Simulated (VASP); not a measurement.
Here is a VASP 6.6.1 calculation.

File INCAR:

```
SYSTEM = Ir
PREC = Accurate ; ENCUT = 520
EDIFF = 1E-6 ; ISMEAR = -1
SIGMA = 0.13605693000000002 ; LREAL = .FALSE.
LASPH = .TRUE. ; NELM = 100
ALGO = Normal ; ISIF = 2
LWAVE = .FALSE. ; LCHARG = .TRUE.
GGA = PE ; LELF = .TRUE.
LVHAR = .TRUE. ; NBANDS = 10
```

File KPOINTS:

```
regular mesh
0
G
  15 15 15
  0 0 0
```

POSCAR

```
Ir
1.0
    0.0000000000      1.9381042167      1.9381042167
    1.9381042167      0.0000000000      1.9381042167
    1.9381042167      1.9381042167      0.0000000000
Ir
1
Direct
    0.0000000000      0.0000000000      0.0000000000
```

Potentials or basis: VASP PAW PBE potentials, release 64 (Ir).

Command:

```bash
$ cat potpaw_PBE.64/Ir/POTCAR > POTCAR
$ mpirun -np 1 vasp_std > vasp.out
```

Problem. Estimate the pressure.

Solution. -0.6 GPa.
